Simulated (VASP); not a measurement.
Wanted: the native input for a VASP 6.6.1 run.

| Item | Value |
| --- | --- |
| Task | single point |
| Functional | PBE |
| Potentials or basis | VASP PAW PBE potentials, release 64 (Hg, Te) |
| Cutoff | 520 eV |
| k mesh | 16 × 16 × 16 |
| Occupations | gaussian, width 0.15 eV |
| Spin | no spin polarisation |
| Dipole correction | no |
| Further INCAR settings | ALGO = Normal; EDIFF = 1e-06; NBANDS = 16 |

The structure of HgTe lies in POSCAR:

```
HgTe
1.0
    0.0000000000      3.4079180388      3.1585581823
    3.4079180388      0.0000000000      3.1585581823
    3.4079180388      3.4079180388      0.0000000000
Hg Te
1 1
Direct
    0.0000000000      0.0000000000      0.0000000000
    0.7500000000      0.7500000000      0.7500000000
```

This cell differs from its parent crystal: strain +0.025 along x and y, -0.050 along z.

The input as run:

INCAR

```
ALGO = Normal
EDIFF = 1E-6
ENCUT = 520
GGA = PE
ISIF = 2
ISMEAR = 0
LASPH = T
LCHARG = F
LREAL = F
LWAVE = F
NBANDS = 16
NELM = 60
PREC = Accurate
SIGMA = 0.15
```

KPOINTS

```
k-points
0
Gamma
  16 16 16
```

Potentials or basis: VASP PAW PBE potentials, release 64 (Hg, Te).

Run with:

```bash
$ cat potpaw_PBE.64/Hg/POTCAR potpaw_PBE.64/Te/POTCAR > POTCAR
$ mpirun -np 1 vasp_std > vasp.out
```

It gave:

- Pressure: 0.1 GPa
- Band gap on the k mesh: 0.10 eV (least direct gap 0.20 eV)

Caveat: the cell differs from its parent crystal (strain +0.025 along x and y, -0.050 along z); the smearing spreads over this small gap; spin-orbit coupling is left out, which moves the levels of the heavy elements.

Run time: 7.8 min on 1 thread of Intel Xeon 8259CL, on a shared host, peak memory 0.54 GiB.
